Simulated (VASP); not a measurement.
ZnS:

```xyz
2
Lattice="0.0000 2.7215 2.7215 2.7215 0.0000 2.7215 2.7215 2.7215 0.0000" Properties=species:S:1:pos:R:3 pbc="T T T"
Zn    1.3607    1.3607    1.3607
S     0.0000    0.0000    0.0000
```

* Program: VASP 6.6.1
* Task: relaxation of cell and atoms
* Functional: LDA
* Potentials or basis: VASP PAW LDA potentials, release 64 (Zn, S)
* Cutoff: 600 eV
* k mesh: 8 × 8 × 8
* Occupations: fermi-dirac, width 0.02 eV
* Spin: no spin polarisation

At the start: pressure -5.6 GPa; volume 20.16 Å³/atom.

Question: Where does the relaxation end?

Answer: Over 3 steps the energy falls by 29.2 meV/atom and the volume is 18.62 Å³/atom (-7.6 %); space group F-43m (No. 216, to 0.05 Å).

Step by step:
```tsv
step	energy change (eV)	largest force (eV/Å)	pressure (GPa)	volume (Å³)
1	0.0000	0.0000	-5.64	40.31
2	-0.0517	0.0000	2.29	36.31
3	-0.0585	0.0000	0.04	37.24
```

Final structure:
```cif
data_structure
_symmetry_space_group_name_H-M 'P 1'
_symmetry_Int_Tables_number 1
_cell_length_a 3.7484
_cell_length_b 3.7484
_cell_length_c 3.7484
_cell_angle_alpha 60.000
_cell_angle_beta 60.000
_cell_angle_gamma 60.000
_cell_volume 37.24
loop_
_atom_site_label
_atom_site_type_symbol
_atom_site_fract_x
_atom_site_fract_y
_atom_site_fract_z
_atom_site_occupancy
Zn1 Zn 0.25000 0.25000 0.25000 1
S1 S 0.00000 0.00000 0.00000 1
```
